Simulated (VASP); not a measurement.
InP: single point with LDA

Crystal: InP.

```
In P
1.0
     0.00000    2.96906    2.96906
     2.96906    0.00000    2.96906
     2.96906    2.96906    0.00000
In P
1 1
Direct
  0.00000 0.00000 0.00000
  0.75000 0.75000 0.75000
```

This cell differs from its parent crystal: volume scaled by 1.04.

```
Program             : VASP 6.6.1
Task                : single point
Functional          : LDA
Potentials or basis : VASP PAW LDA potentials, release 64 (In_d, P)
Cutoff              : 520 eV
k mesh              : 8 × 8 × 8
Occupations         : fermi-dirac, width 0.05 eV
Spin                : no spin polarisation
```

```yaml
Pressure: -3.5 GPa
Band_gap_on_the_k_mesh: 0.30 eV, direct
```

Levels at points of the mesh, in eV from the valence-band top:
| k point | band 7 | band 8 | band 9 | band 10 | band 11 | band 12 |
| --- | --- | --- | --- | --- | --- | --- |
| (0.00, 0.00, 0.00) | 0.00 | 0.00 | 0.00 | 0.30 | 3.96 | 3.96 |
| (0.50, 0.00, 0.00) | -5.63 | -0.93 | -0.93 | 1.23 | 4.69 | 4.69 |
| (0.50, 0.50, 0.00) | -5.69 | -2.23 | -2.23 | 1.66 | 2.12 | 8.75 |

It took 32 s on 1 thread of Intel Xeon 8259CL (shared host), peak memory 0.16 GiB.

Caveat: spin-orbit coupling is left out, which moves the levels of the heavy elements.
